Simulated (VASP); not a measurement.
Here is a VASP 6.6.1 calculation.

The input INCAR:

```
PREC = Accurate
ENCUT = 520
EDIFF = 1E-6
ISMEAR = 0
SIGMA = 0.2
LREAL = F
LASPH = T
NELM = 100
ALGO = Normal
ISIF = 2
LWAVE = F
LCHARG = F
GGA = PE
NBANDS = 66
```

The input KPOINTS:

```
Automatic mesh
0
Gamma
  6 4 6
```

File POSCAR:

```
Ga3SbAs2
1.0
    4.1756840000      0.0000000000      0.0000000000
    0.0000000000     -8.3513680000      0.0000000000
   -2.0878420000      2.0878420000     -8.8556889000
Ga Sb As
6 2 4
Direct
    0.3411610000      0.6705805000      0.6823220000
    0.3411610000      0.1705805000      0.6823220000
    0.6588390000      0.8294195000      0.3176780000
    0.6588390000      0.3294195000      0.3176780000
    0.0000000000      0.0000000000      0.0000000000
    0.0000000000      0.5000000000      0.0000000000
    0.7500000000      0.6250000000      0.5000000000
    0.7500000000      0.1250000000      0.5000000000
    0.0793810000      0.7896905000      0.1587620000
    0.0793810000      0.2896905000      0.1587620000
    0.4206190000      0.9603095000      0.8412380000
    0.4206190000      0.4603095000      0.8412380000
```

Potentials or basis: VASP PAW PBE potentials, release 64 (Ga_d, Sb, As).

Launch:

```console
$ cat potpaw_PBE.64/Ga_d/POTCAR potpaw_PBE.64/Sb/POTCAR potpaw_PBE.64/As/POTCAR > POTCAR
$ mpirun -np 1 vasp_std > vasp.out
```

**Question.** Estimate the largest force.

**Answer.** 0.009 eV/Å.

**Question.** What does it give for the band gap on the k mesh?

**Answer.** Zero (filled and empty bands touch).

**Question.** Predict the pressure.

**Answer.** 0.2 GPa.

Stress tensor (GPa, compression positive):
```
0.24 0.00 0.00
0.00 0.16 0.00
0.00 0.00 0.08
```

Caveat: spin-orbit coupling is left out, which moves the levels of the heavy elements.
